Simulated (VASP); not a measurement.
**Pt: single point with LDA**

The system is Pt.

```
Pt
1.0
     0.00000    1.96090    1.96090
     1.96090    0.00000    1.96090
     1.96090    1.96090    0.00000
Pt
1
Direct
  0.00000 0.00000 0.00000
```

```json
{
  "Program": "VASP 6.6.1",
  "Task": "single point",
  "Functional": "LDA",
  "Potentials or basis": "VASP PAW LDA potentials, release 64 (Pt_sv_GW)",
  "Cutoff": "500 eV",
  "k mesh": "9 × 9 × 9",
  "Occupations": "fermi-dirac, width 0.05 eV",
  "Spin": "non-collinear spin, zero start, spin-orbit coupling",
  "Starting moments": "[[0.0, 0.0, 0.0]] μB"
}
```

```
Pressure   : -7.6 GPa
Net moment : 0.00 μB per cell
```

Moments on the atoms (μB; x, y, z):
```
Pt  0.00 0.00 0.00
```

Wall time 23 s on 1 thread of Intel(R) Xeon(R) Platinum 8375C CPU @ 2.90GHz (Ice Lake), on a shared host, peak memory 0.16 GiB.
